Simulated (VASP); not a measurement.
# MgO (Pm) in VASP: further runs, part 2 of 2

VASP 6.6.1.

## 5. Single point, LDA (all Mg atoms moved +0.025 Å, as atom 1 along Cartesian [1 1 0])

INCAR reads:

```
SYSTEM = MgO
PREC = Accurate
ENCUT = 520
EDIFF = 1E-6
ISMEAR = 0
SIGMA = 0.05
LREAL = .False.
LASPH = .True.
NELM = 80
ALGO = Normal
ISIF = 2
LWAVE = .False.
LCHARG = .False.
GGA = CA
NBANDS = 16
```

KPOINTS reads:

```
regular mesh
0
Gamma
  6 6 6
  0 0 0
```

POSCAR reads:

```
MgO
1.0
    3.4863778627      0.0000000000      0.0000000000
   -1.7431889314      3.0192917963      0.0000000000
    0.0000000000      0.0000000000      4.1780412200
Mg O
2 2
Direct
    0.6746646169      0.3391882393      0.7500000000
    0.3413312836      0.6725215726      0.2500000000
    0.6666666667      0.3333333333      0.2500000000
    0.3333333333      0.6666666667      0.7500000000
```

Potentials or basis: VASP PAW LDA potentials, release 64 (Mg, O).

Started as:

```
$ cat potpaw_LDA.64/Mg/POTCAR potpaw_LDA.64/O/POTCAR > POTCAR
$ mpirun -np 1 vasp_std > vasp.out
```

OUTCAR:

```text
SYSTEM = MgO
   PREC = Accurate
   ENCUT = 520
   EDIFF = 1E-6
   ISMEAR = 0
   LREAL = .False.
   LASPH = .True.
   NELM = 80
   ISIF = 2
   GGA = CA

 ion  position               nearest neighbor table
   1  0.675  0.339  0.750-   4 1.99   4 2.02   4 2.03   3 2.09   3 2.09   2 2.90   2 2.90   2 2.90
                             2 2.90   2 2.90   2 2.90
   2  0.341  0.673  0.250-   3 2.00   3 2.01   3 2.04   4 2.09   4 2.09   1 2.90   1 2.90   1 2.90
                             1 2.90   1 2.90   1 2.90
   3  0.667  0.333  0.250-   2 2.00   2 2.01   2 2.04   1 2.09   1 2.09
   4  0.333  0.667  0.750-   1 1.99   1 2.02   1 2.03   2 2.09   2 2.09

  LATTYP: Found a hexagonal cell.
 ALAT       =     3.4863778627
 C/A-ratio  =     1.1983902447

  Lattice vectors:

 A1 = (   3.4863778627,   0.0000000000,   0.0000000000)
 A2 = (  -1.7431889314,   3.0192917963,   0.0000000000)
 A3 = (   0.0000000000,   0.0000000000,   4.1780412200)

Analysis of symmetry for initial positions (statically):
=====================================================================
 Subroutine PRICEL returns:
 Original cell was already a primitive cell.

 Routine SETGRP: Setting up the symmetry group for a
 hexagonal supercell.

[... 177 lines left out ...]
 fundamental gap:      3.3335473067
 Fermi energy:         1.9015072919

 k-point     1 :       0.0000    0.0000    0.0000
  band No.  band energies     occupation
      1     -14.9788      2.00000
      2     -13.5045      2.00000
      3      -2.0256      2.00000
      4      -0.0808      2.00000
      5      -0.0803      2.00000
      6       0.8689      2.00000
[... 433 lines left out ...]
      3      -1.8047      2.00000
      4      -0.4157      2.00000
      5      -0.2009      2.00000
      6       0.0975      2.00000
[... 8 lines left out ...]
     15      15.9594      0.00000
     16      16.7492      0.00000

 [... further k-points ...]

------------------------ aborting loop because EDIFF is reached ----------------------------------------

  FORCE on cell =-STRESS in cart. coord.  units (eV):
  Direction    XX          YY          ZZ          XY          YZ          ZX
  --------------------------------------------------------------------------------------
  -------------------------------------------------------------------------------------
  Total       -1.5491243     -1.5491450     -1.5891346      0.0097459      0.0000000      0.0000000
  in kB      -56.4344860    -56.4352428    -57.8920615      0.3550410      0.0000000      0.0000000
  external PRESSURE =     -56.9205968 kB  Pullay stress =       0.0000000 kB

 VOLUME and BASIS-vectors are now :
 -----------------------------------------------------------------------------
  energy-cutoff  :      520.00
  volume of cell :       43.98
      direct lattice vectors                 reciprocal lattice vectors
     3.486377863  0.000000000  0.000000000     0.286830642  0.165601748  0.000000000
    -1.743188931  3.019291796  0.000000000     0.000000000  0.331203497  0.000000000
     0.000000000  0.000000000  4.178041220     0.000000000  0.000000000  0.239346609

 POSITION                                       TOTAL-FORCE (eV/Angst)
 -----------------------------------------------------------------------------------
      1.76087      1.02411      3.13353        -0.160448     -0.151339      0.000000
      0.01768      2.03054      1.04451        -0.142219     -0.151329      0.000000
      1.74319      1.00643      1.04451         0.142023      0.151332      0.000000
     -0.00000      2.01286      3.13353         0.160644      0.151336      0.000000
 -----------------------------------------------------------------------------------
    total drift:                                0.000085      0.000084     -0.000000

  FREE ENERGIE OF THE ION-ELECTRON SYSTEM (eV)
  ---------------------------------------------------
  free  energy   TOTEN  =       -26.4913904586 eV

  energy  without entropy=      -26.4913904586  energy(sigma->0) =      -26.49139046
```

OSZICAR:

```text
N       E                     dE             d eps       ncg     rms          rms(c)
DAV:   1     0.553145084791E+02    0.55315E+02   -0.75989E+03  2560   0.893E+02
DAV:   2    -0.268753932839E+02   -0.82190E+02   -0.75416E+02  3656   0.194E+02
DAV:   3    -0.305025901318E+02   -0.36272E+01   -0.36181E+01  2872   0.419E+01
DAV:   4    -0.305171816012E+02   -0.14591E-01   -0.14591E-01  3048   0.310E+00
DAV:   5    -0.305172516009E+02   -0.70000E-04   -0.70000E-04  2848   0.201E-01    0.110E+01
DAV:   6    -0.266783489144E+02    0.38389E+01   -0.10077E+01  2664   0.245E+01    0.359E+00
DAV:   7    -0.265629621125E+02    0.11539E+00   -0.18144E-01  2568   0.339E+00    0.205E+00
DAV:   8    -0.264943451179E+02    0.68617E-01   -0.12190E-01  2896   0.332E+00    0.534E-01
DAV:   9    -0.264912549498E+02    0.30902E-02   -0.72383E-03  2792   0.723E-01    0.114E-01
DAV:  10    -0.264913958861E+02   -0.14094E-03   -0.11474E-04  2616   0.923E-02    0.146E-02
DAV:  11    -0.264913918157E+02    0.40704E-05   -0.21543E-05  3392   0.361E-02    0.124E-02
DAV:  12    -0.264913905508E+02    0.12648E-05   -0.27036E-06  2592   0.132E-02    0.300E-03
DAV:  13    -0.264913904586E+02    0.92224E-07   -0.14982E-07  1408   0.347E-03
   1 F= -.26491390E+02 E0= -.26491390E+02  d E =-.369478E-12
```

It took 34 s on 1 thread of Intel Xeon Platinum 8259CL at 2.50GHz (Skylake/Cascade Lake), shared host; peak memory 0.18 GiB.

What came out:

```yaml
Free_energy: -26.4914 eV
Pressure: -5.7 GPa
Largest_force: 0.221 eV/Å
Band_gap_on_the_k_mesh: 3.33 eV, direct
```

Forces on the atoms (eV/Å):
```
Mg  -0.160 -0.151  0.000
Mg  -0.142 -0.151  0.000
O    0.142  0.151  0.000
O    0.161  0.151  0.000
```

Levels at points of the mesh, in eV from the valence-band top:
```
           k point  band 6  band 7  band 8  band 9  band 10  band 11
(0.00, 0.00, 0.00)   -0.81   -0.81    0.00    3.33     9.24    12.07
(0.50, 0.00, 0.00)   -1.99   -1.33   -0.52    6.82     8.92     9.67
(0.00, 0.50, 0.00)   -1.99   -1.33   -0.52    6.82     8.92     9.66
(0.50, 0.50, 0.00)   -1.99   -1.33   -0.53    6.82     8.92     9.66
(0.00, 0.00, 0.50)   -1.33   -1.28   -1.28    6.34     6.34    12.60
(0.50, 0.00, 0.50)   -1.54   -0.84   -0.83    7.14     7.16    11.73
(0.00, 0.50, 0.50)   -1.54   -0.84   -0.83    7.14     7.16    11.74
(0.50, 0.50, 0.50)   -1.56   -0.83   -0.83    7.14     7.15    11.76
```

Caveat: the cell differs from its parent crystal (all Mg atoms moved +0.025 Å, as atom 1 along Cartesian [1 1 0]).
